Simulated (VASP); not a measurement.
# BN (P6_3mc) in VASP: further runs

BN is run at these levels: PBE, RPBE, PBEsol, PBE+D3(BJ); tasks: single point, relaxation of cell and atoms.

Everything below comes from runs of VASP 6.6.1. Logs are shortened: lines on timing, memory, paths and dates and some standing lists are left out, and cuts for length are marked.

### 1 The cell of the first run

Symmetry: P6_3mc, No. 186, hexagonal system. Conventional cell: a = 2.555 Å, b = 2.555 Å, c = 4.224 Å, α = 90.00°, β = 90.00°, γ = 120.00°. B (site symmetry 3m) has 4 N at 1.57 to 1.58 Å within 2.1 Å. N (site symmetry 3m) has 4 B at 1.57 to 1.58 Å within 2.1 Å.

### 2 Single point, PBE

File INCAR:

```
  PREC = Accurate
  ENCUT = 520
  EDIFF = 1E-7
  ISMEAR = 0
  SIGMA = 0.01
  LREAL = False
  LASPH = True
  NELM = 60
  ALGO = Normal
  ISIF = 2
  LWAVE = False
  LCHARG = False
  GGA = PE
  NBANDS = 16
```

File KPOINTS:

```
regular mesh
0
Gamma
  12 12 4
```

File POSCAR:

```
BN
1.0
    2.5545484038      0.0000000000      0.0000000000
   -1.2772742019      2.2123038129      0.0000000000
    0.0000000000      0.0000000000      4.2244435192
B N
2 2
Direct
    0.6666666667      0.3333333333      0.0001776519
    0.3333333333      0.6666666667      0.5001776519
    0.6666666667      0.3333333333      0.3748223481
    0.3333333333      0.6666666667      0.8748223481
```

Potentials or basis: VASP PAW PBE potentials, release 64 (B, N).

Command:

```console
cat potpaw_PBE.64/B/POTCAR potpaw_PBE.64/N/POTCAR > POTCAR
mpirun -np 1 vasp_std > vasp.out
```

OUTCAR:

```text
PREC = Accurate
   ENCUT = 520
   EDIFF = 1E-7
   ISMEAR = 0
   LREAL = False
   LASPH = True
   NELM = 60
   ISIF = 2
   GGA = PE

 ion  position               nearest neighbor table
   1  0.667  0.333  0.000-   4 1.57   4 1.57   4 1.57   3 1.58
   2  0.333  0.667  0.500-   3 1.57   3 1.57   3 1.57   4 1.58
   3  0.667  0.333  0.375-   2 1.57   2 1.57   2 1.57   1 1.58
   4  0.333  0.667  0.875-   1 1.57   1 1.57   1 1.57   2 1.58

  LATTYP: Found a hexagonal cell.
 ALAT       =     2.5545484038
 C/A-ratio  =     1.6536948421

  Lattice vectors:

 A1 = (   2.5545484038,   0.0000000000,   0.0000000000)
 A2 = (  -1.2772742019,   2.2123038129,   0.0000000000)
 A3 = (   0.0000000000,   0.0000000000,   4.2244435192)

Analysis of symmetry for initial positions (statically):
=====================================================================
 Subroutine PRICEL returns:
 Original cell was already a primitive cell.

 Routine SETGRP: Setting up the symmetry group for a
 hexagonal supercell.

 Subroutine GETGRP returns: Found 12 space group operations
 (whereof  6 operations were pure point group operations)
 out of a pool of 24 trial point group operations.

The static configuration has the point symmetry C_3v.
 The point group associated with its full space group is C_6v.

Analysis of symmetry for dynamics (positions and initial velocities):
=====================================================================
 Subroutine PRICEL returns:
 Original cell was already a primitive cell.

 Routine SETGRP: Setting up the symmetry group for a
 hexagonal supercell.

 Subroutine GETGRP returns: Found 12 space group operations
 (whereof  6 operations were pure point group operations)
 out of a pool of 24 trial point group operations.

The dynamic configuration has the point symmetry C_3v.
 The point group associated with its full space group is C_6v.

 Subroutine INISYM returns: Found 12 space group operations
 (whereof  6 operations are pure point group operations),
 and found     1 'primitive' translations

----------------------------------------------------------------------------------------

                                     Primitive cell

  volume of cell :      23.8742

  direct lattice vectors                    reciprocal lattice vectors
     2.554548404  0.000000000  0.000000000     0.391458623  0.226008741  0.000000000
    -1.277274202  2.212303813  0.000000000     0.000000000  0.452017482  0.000000000
     0.000000000  0.000000000  4.224443519     0.000000000  0.000000000  0.236717569

  length of vectors
     2.554548404  2.554548404  4.224443519     0.452017482  0.452017482  0.236717569

  position of ions in fractional coordinates (direct lattice)
     0.666666667  0.333333333  0.000177652
     0.333333333  0.666666667  0.500177652
     0.666666667  0.333333333  0.374822348
     0.333333333  0.666666667  0.874822348

  ion indices of the primitive-cell ions
   primitive index   ion index
                 1           1
                 2           2
                 3           3
                 4           4

----------------------------------------------------------------------------------------

 KPOINTS: regular mesh

Automatic generation of k-mesh.
 Grid dimensions read from file:
 generate k-points for:   12   12    4

 Generating k-lattice:

  Cartesian coordinates                     Fractional coordinates (reciprocal lattice)
     0.032621552  0.018834062  0.000000000     0.083333333  0.000000000  0.000000000
     0.000000000  0.037668124  0.000000000     0.000000000  0.083333333  0.000000000
     0.000000000  0.000000000  0.059179392     0.000000000  0.000000000  0.250000000

  Length of vectors
     0.037668124  0.037668124  0.059179392

  Shift w.r.t. Gamma in fractional coordinates (k-lattice)
     0.000000000  0.000000000  0.000000000

 Subroutine IBZKPT returns following result:
 ===========================================

 Found     57 irreducible k-points:

 Following reciprocal coordinates:
            Coordinates               Weight
  0.000000  0.000000  0.000000      1.000000
  0.083333 -0.000000  0.000000      6.000000
  0.166667  0.000000  0.000000      6.000000
  0.250000  0.000000  0.000000      6.000000
  0.333333  0.000000  0.000000      6.000000
  0.416667  0.000000  0.000000      6.000000
[... 16 lines left out ...]
  0.250000  0.000000  0.250000     12.000000
  0.333333  0.000000  0.250000     12.000000
 [... further k-points ...]
   k-points           NKPTS =     57   k-points in BZ     NKDIM =     57   number of bands    NBANDS=     16
   number of dos      NEDOS =    301   number of ions     NIONS =      4
   total plane-waves  NPLWV =  12800
   dimension x,y,z NGX =    20 NGY =   20 NGZ =   32
   dimension x,y,z NGXF=    40 NGYF=   40 NGZF=   64
   ions per type =               2   2
   NGX,Y,Z   is equivalent  to a cutoff of  13.02, 13.02, 12.59 a.u.
   NGXF,Y,Z  is equivalent  to a cutoff of  26.03, 26.03, 25.19 a.u.
 SYSTEM =  unknown system
   PREC   = accura    normal or accurate (medium, high low for compatibility)
   ISTART =      0    job   : 0-new  1-cont  2-samecut
   ICHARG =      2    charge: 1-file 2-atom 10-const
   ISPIN  =      1    spin polarized calculation?
   LNONCOLLINEAR =      F non collinear calculations
   LSORBIT =      F    spin-orbit coupling
   LASPH  =      T    aspherical Exc in radial PAW
   ENCUT  =  520.0 eV  38.22 Ry    6.18 a.u.   4.75  4.75  7.85*2*pi/ulx,y,z
   NELM   =     60;   NELMIN=  2; NELMDL= -5     # of ELM steps
   EDIFF  = 0.1E-06   stopping-criterion for ELM
   LREAL  =      F    real-space projection
   EDIFFG = 0.1E-05   stopping-criterion for IOM
   NSW    =      0    number of steps for IOM
   IBRION =     -1    ionic relax: 0-MD 1-quasi-New 2-CG
   NFREE  =      0    steps in history (QN), initial steepest desc. (CG)
   ISIF   =      2    stress and relaxation
   ISYM   =      2    0-nonsym 1-usesym 2-fastsym
   POTIM  = 0.5000    time-step for ionic-motion
   TEBEG  =    0.0;   TEEND  =   0.0 temperature during run
   PSTRESS=    0.0 pullay stress
   NELECT =      16.0000    total number of electrons
   NUPDOWN=      -1.0000    fix difference up-down
   EMIN   =  10.00;   EMAX   =-10.00  energy-range for DOS
   EFERMI =   0.00;   METHOD = LEGACY
   ISMEAR =     0;   SIGMA  =   0.01  broadening in eV -4-tet -1-fermi 0-gaus
   EFERMI_NEDOS =   21; number of points for ismear=-14 and -15
   IALGO  =     38    algorithm
   IMIX   =      4    mixing-type and parameters
     AMIX     =   0.40;   BMIX     =  1.00
     AMIX_MAG =   1.60;   BMIX_MAG =  1.00
  volume/ion in A,a.u.               =       5.97        40.28
  Fermi-wavevector in a.u.,A,eV,Ry     =   1.432645  2.707307 27.925586  2.052473
  Thomas-Fermi vector in A             =   2.552250
   LORBIT       =      0    0 simple, 1 ext, 2 COOP (PROOUT), +10 PAW based schemes
   GGA     = PE    functional components
   LHFCALC =     F    Hartree Fock is set to
   AEXX    =    0.0000 exact exchange contribution
   IVDW    =     0    specifies the selected vdW correction
   LEPSILON=     F    determine dielectric tensor
   LRPA    =     F    only Hartree local field effects (RPA)
 non-spin polarized calculation
 Gauss-broadening in eV      SIGMA  =   0.01
  energy-cutoff  :      520.00
  volume of cell :       23.87
 maximum number of plane-waves:       660
 NGX is ok and might be reduce to    20
   NGX =  9   NGY =  9   NGZ = 15

 number of electron      16.0000000 magnetization

 Free energy of the ion-electron system (eV)
  ---------------------------------------------------
  ext. energy  EPLUGINS =         0.00000000
  ---------------------------------------------------
  free energy    TOTEN  =       -34.83278412 eV

  energy without entropy =      -34.83278412  energy(sigma->0) =      -34.83278412

 E-fermi :   7.5259     XC(G=0): -12.7614

 val. band max:        7.4283559133   @ k =   0.0000   0.0000   0.0000
 cond. band min:      12.6409793546   @ k =   0.3333   0.3333   0.0000
 fundamental gap:      5.2126234413
 Fermi energy:         7.5259139287

 k-point     1 :       0.0000    0.0000    0.0000
  band No.  band energies     occupation
      1     -12.8569      2.00000
      2      -8.7492      2.00000
      3      -3.3899      2.00000
      4       5.3256      2.00000
      5       5.3256      2.00000
      6       7.1682      2.00000
[... 8 lines left out ...]
     15      19.2532      0.00000
     16      23.5181      0.00000

 k-point     2 :       0.0833   -0.0000    0.0000
  band No.  band energies     occupation
      1     -12.7070      2.00000
      2      -8.6346      2.00000
      3      -3.2411      2.00000
      4       4.6376      2.00000
      5       5.0461      2.00000
      6       6.8555      2.00000
[... 8 lines left out ...]
     15      19.6886      0.00000
     16      23.2953      0.00000

 k-point     3 :       0.1667    0.0000    0.0000
  band No.  band energies     occupation
      1     -12.2621      2.00000
      2      -8.3065      2.00000
      3      -2.8006      2.00000
      4       2.9852      2.00000
      5       4.3899      2.00000
      6       5.4488      2.00000
[... 8 lines left out ...]
     15      20.8217      0.00000
     16      22.6546      0.00000

 k-point     4 :       0.2500    0.0000    0.0000
  band No.  band energies     occupation
      1     -11.5396      2.00000
      2      -7.8275      2.00000
      3      -2.0895      2.00000
      4       1.0301      2.00000
      5       3.6546      2.00000
      6       3.6926      2.00000
[... 8 lines left out ...]
     15      22.2872      0.00000
     16      22.7221      0.00000

 k-point     5 :       0.3333    0.0000    0.0000
  band No.  band energies     occupation
      1     -10.5817      2.00000
      2      -7.3637      2.00000
      3      -1.1687      2.00000
      4      -0.7094      2.00000
      5       1.9392      2.00000
      6       3.0355      2.00000
[... 8 lines left out ...]
     15      23.0804      0.00000
     16      23.7039      0.00000

 k-point     6 :       0.4167    0.0000    0.0000
  band No.  band energies     occupation
      1      -9.5029      2.00000
      2      -7.2656      2.00000
      3      -1.7762      2.00000
      4      -0.1939      2.00000
      5       0.5374      2.00000
      6       2.6334      2.00000
[... 8 lines left out ...]
     15      23.4779      0.00000
     16      24.7226      0.00000

 k-point     7 :       0.5000    0.0000    0.0000
  band No.  band energies     occupation
      1      -8.8108      2.00000
      2      -7.5341      2.00000
      3      -1.9866      2.00000
      4      -0.3100      2.00000
      5       0.5788      2.00000
      6       2.4948      2.00000
[... 8 lines left out ...]
     15      23.7713      0.00000
     16      25.0911      0.00000

 k-point     8 :       0.0833    0.0833    0.0000
  band No.  band energies     occupation
      1     -12.4095      2.00000
      2      -8.4128      2.00000
      3      -2.9464      2.00000
      4       3.6073      2.00000
      5       4.3775      2.00000
      6       6.0281      2.00000
[... 8 lines left out ...]
     15      20.6554      0.00000
     16      22.9177      0.00000

 k-point     9 :       0.1667    0.0833    0.0000
  band No.  band energies     occupation
      1     -11.8252      2.00000
      2      -8.0055      2.00000
      3      -2.3693      2.00000
      4       1.9640      2.00000
      5       3.3512      2.00000
      6       4.7235      2.00000
[... 8 lines left out ...]
     15      21.9731      0.00000
     16      22.6464      0.00000
[... 172 lines left out ...]
 k-point    19 :       0.3333    0.3333    0.0000
  band No.  band energies     occupation
      1      -7.6157      2.00000
      2      -7.6157      2.00000
      3      -1.7063      2.00000
      4       0.2718      2.00000
      5       0.2718      2.00000
      6       2.0498      2.00000
[... 8 lines left out ...]
     15      22.4485      0.00000
     16      22.4485      0.00000

 k-point    20 :       0.0000    0.0000    0.2500
  band No.  band energies     occupation
      1     -12.4871      2.00000
      2      -9.8291      2.00000
      3      -1.6572      2.00000
      4       5.3311      2.00000
      5       5.5832      2.00000
      6       5.5832      2.00000
[... 8 lines left out ...]
     15      18.6243      0.00000
     16      22.5855      0.00000

 k-point    21 :       0.0833   -0.0000    0.2500
  band No.  band energies     occupation
      1     -12.3388      2.00000
      2      -9.6994      2.00000
      3      -1.5377      2.00000
      4       4.9047      2.00000
      5       5.2365      2.00000
      6       5.3149      2.00000
[... 8 lines left out ...]
     15      19.1234      0.00000
     16      22.5514      0.00000

 k-point    22 :       0.1667    0.0000    0.2500
  band No.  band energies     occupation
      1     -11.8996      2.00000
      2      -9.3221      2.00000
      3      -1.2038      2.00000
      4       3.3038      2.00000
      5       4.4961      2.00000
      6       4.6790      2.00000
[... 8 lines left out ...]
     15      20.2240      0.00000
     16      22.4315      0.00000

 k-point    23 :       0.2500    0.0000    0.2500
  band No.  band energies     occupation
      1     -11.1888      2.00000
      2      -8.7418      2.00000
      3      -0.8126      2.00000
      4       1.5316      2.00000
      5       2.8392      2.00000
      6       3.9603      2.00000
[... 8 lines left out ...]
     15      21.5734      0.00000
     16      22.7260      0.00000

 k-point    24 :       0.3333    0.0000    0.2500
  band No.  band energies     occupation
      1     -10.2541      2.00000
      2      -8.0783      2.00000
      3      -1.2369      2.00000
      4       0.6573      2.00000
      5       1.2627      2.00000
      6       3.3517      2.00000
[... 8 lines left out ...]
     15      22.8812      0.00000
     16      23.6524      0.00000

 [... further k-points ...]
[... 5 lines left out ...]
  --------------------------------------------------------------------------------------
  -------------------------------------------------------------------------------------
  Total        0.0370166      0.0370166      0.0335605      0.0000000      0.0000000      0.0000000
  in kB        2.4841553      2.4841553      2.2522172      0.0000000      0.0000000      0.0000000
  external PRESSURE =       2.4068426 kB  Pullay stress =       0.0000000 kB

 VOLUME and BASIS-vectors are now :
 -----------------------------------------------------------------------------
  energy-cutoff  :      520.00
  volume of cell :       23.87
      direct lattice vectors                 reciprocal lattice vectors
     2.554548404  0.000000000  0.000000000     0.391458623  0.226008741  0.000000000
    -1.277274202  2.212303813  0.000000000     0.000000000  0.452017482  0.000000000
     0.000000000  0.000000000  4.224443519     0.000000000  0.000000000  0.236717569

 POSITION                                       TOTAL-FORCE (eV/Angst)
 -----------------------------------------------------------------------------------
      1.27727      0.73743      0.00075         0.000000      0.000000      0.003809
     -0.00000      1.47487      2.11297        -0.000000     -0.000000      0.003809
      1.27727      0.73743      1.58342         0.000000     -0.000000     -0.003809
     -0.00000      1.47487      3.69564        -0.000000      0.000000     -0.003809
 -----------------------------------------------------------------------------------
    total drift:                               -0.000000     -0.000000     -0.000157

  FREE ENERGIE OF THE ION-ELECTRON SYSTEM (eV)
  ---------------------------------------------------
  free  energy   TOTEN  =       -34.8327841211 eV

  energy  without entropy=      -34.8327841211  energy(sigma->0) =      -34.83278412
```

It took 12 s on 1 thread of Intel Xeon 6975P-C (Granite Rapids), shared host; peak memory 0.14 GiB.

Results:

- Free energy: -34.8328 eV
- Pressure: 0.2 GPa
- Largest force: 0.004 eV/Å
- Band gap on the k mesh: 5.21 eV, indirect (least direct gap 8.24 eV)

Forces on the atoms (eV/Å):
```
B    0.000  0.000  0.004
B    0.000  0.000  0.004
N    0.000  0.000 -0.004
N    0.000  0.000 -0.004
```

### 3 Single point, RPBE

This run uses another cell than the first one, of 6.06 Å³/atom, 1.016 times its volume.

File INCAR:

```
PREC = Accurate
ENCUT = 520
EDIFF = 1E-6
ISMEAR = 0
SIGMA = 0.01
LREAL = False
LASPH = True
NELM = 60
ALGO = Normal
ISIF = 2
LWAVE = False
LCHARG = False
GGA = RP
NBANDS = 16
```

File KPOINTS:

```
Automatic mesh
0
Gamma
  12 12 4
```

File POSCAR:

```
BN
1.0
    2.5681412504      0.0000000000      0.0000000000
   -1.2840706252      2.2240755634      0.0000000000
    0.0000000000      0.0000000000      4.2458246800
B N
2 2
Direct
    0.6666666667      0.3333333333      0.0001401071
    0.3333333333      0.6666666667      0.5001401071
    0.6666666667      0.3333333333      0.3748598929
    0.3333333333      0.6666666667      0.8748598929
```

Potentials or basis: VASP PAW PBE potentials, release 64 (B, N).

Command:

```console
cat potpaw_PBE.64/B/POTCAR potpaw_PBE.64/N/POTCAR > POTCAR
mpirun -np 1 vasp_std > vasp.out
```

Wall time 11 s (1 thread of Intel Xeon 6975P-C (Granite Rapids), shared host); peak memory 0.14 GiB.

Results (log left out):

```
Free energy            : -33.1870 eV
Pressure               : 0.2 GPa
Band gap on the k mesh : 5.32 eV, indirect (least direct gap 8.22 eV)
```

Forces on the atoms (eV/Å):
```
B    0.000  0.000  0.003
B    0.000  0.000  0.003
N    0.000  0.000 -0.003
N    0.000  0.000 -0.003
```

Levels at points of the mesh, in eV from the valence-band top:
```tsv
k point	band 6	band 7	band 8	band 9	band 10	band 11
(0.00, 0.00, 0.00)	-0.25	0.00	0.00	8.32	8.32	8.51
(0.50, 0.00, 0.00)	-4.86	-4.27	-2.06	6.65	7.95	10.53
(0.00, 0.00, 0.50)	-1.15	-1.15	-1.15	9.28	9.28	9.84
(0.50, 0.00, 0.50)	-3.67	-3.48	-3.48	6.54	6.54	9.89
```

Caveat: the PAW data sets were made with another functional, which shifts forces and pressure a little. A k mesh can miss the band edges.

### 4 Relaxation of cell and atoms, PBE

This run uses another cell than the first one, of 5.85 Å³/atom, 0.980 times its volume.

File INCAR:

```
  PREC = Accurate
  ENCUT = 600
  EDIFF = 1E-6
  ISMEAR = 0
  SIGMA = 0.01
  LREAL = F
  LASPH = T
  NELM = 80
  ALGO = Normal
  ISIF = 3
  LWAVE = F
  LCHARG = F
  GGA = PE
  IBRION = 2
  NSW = 60
  EDIFFG = -0.03
```

KPOINTS is that of step 3.

File POSCAR:

```
BN
1.0
    2.5360000000      0.0000000000      0.0000000000
   -1.2680000000      2.1962400000      0.0000000000
    0.0000000000      0.0000000000      4.1990000000
B N
2 2
Direct
    0.6666666667      0.3333333333      0.0000000000
    0.3333333333      0.6666666667      0.5000000000
    0.6666666667      0.3333333333      0.3750000000
    0.3333333333      0.6666666667      0.8750000000
```

Command:

```console
cat potpaw_PBE.64/B/POTCAR potpaw_PBE.64/N/POTCAR > POTCAR
mpirun -np 1 vasp_std > vasp.out
```

Run time: 20 s. Hardware: 1 thread of Intel Xeon 6975P-C (Granite Rapids), shared host; peak memory 0.14 GiB.

It converged, with:

```yaml
Free_energy: -34.8385 eV
Relaxed_volume: 5.97 Å³/atom
Relaxed_cell: a = 2.554 Å, b = 2.554 Å, c = 4.225 Å, α = 90.00°, β = 90.00°, γ = 120.00°
Space_group_after_relaxing_to_0.05_Å: P6_3mc (No. 186)
Energy_gained_by_relaxing: 3.0 meV/atom
Ionic_steps: 3
Pressure_after_relaxing: 0.0 GPa
Largest_force_after_relaxing: 0.025 eV/Å
Band_gap_on_the_k_mesh: 5.19 eV, indirect (least direct gap 8.23 eV)
```

Forces in eV/Å, atoms in the order of the input:
```
B    0.000  0.000 -0.025
B    0.000  0.000 -0.025
N    0.000  0.000  0.025
N    0.000  0.000  0.025
```

Stress tensor (GPa, compression positive):
```
 0.10  0.00  0.00
 0.00  0.10  0.00
 0.00  0.00 -0.10
```

The path:
```tsv
step	energy change (eV)	largest force (eV/Å)	pressure (GPa)	volume (Å³)
1	0.0000	0.0574	7.99	23.39
2	0.0010	0.1016	-7.70	24.39
3	-0.0120	0.0247	0.03	23.87
```

Final structure:
```
B N
1.0
     2.55427    0.00000    0.00000
    -1.27713    2.21206    0.00000
     0.00000    0.00000    4.22488
B N
2 2
Cartesian
  1.2771 0.7374 0.0014
  0.0000 1.4747 2.1138
  1.2771 0.7374 1.5830
  0.0000 1.4747 3.6954
```

Levels at points of the mesh, in eV from the valence-band top:
```csv
k point,band 5,band 6,band 7,band 8,band 9,band 10,band 11,band 12
"(0.00, 0.00, 0.00)",-2.11,-0.28,0.00,0.00,8.33,8.33,8.55,9.41
"(0.50, 0.00, 0.00)",-6.86,-4.94,-4.37,-2.09,6.68,7.93,10.54,11.38
"(0.00, 0.00, 0.50)",-1.17,-1.17,-1.17,-1.17,9.40,9.40,9.87,9.87
"(0.50, 0.00, 0.50)",-3.73,-3.73,-3.55,-3.55,6.55,6.55,9.97,9.97
```

(Part 1 of 2 ends here.)
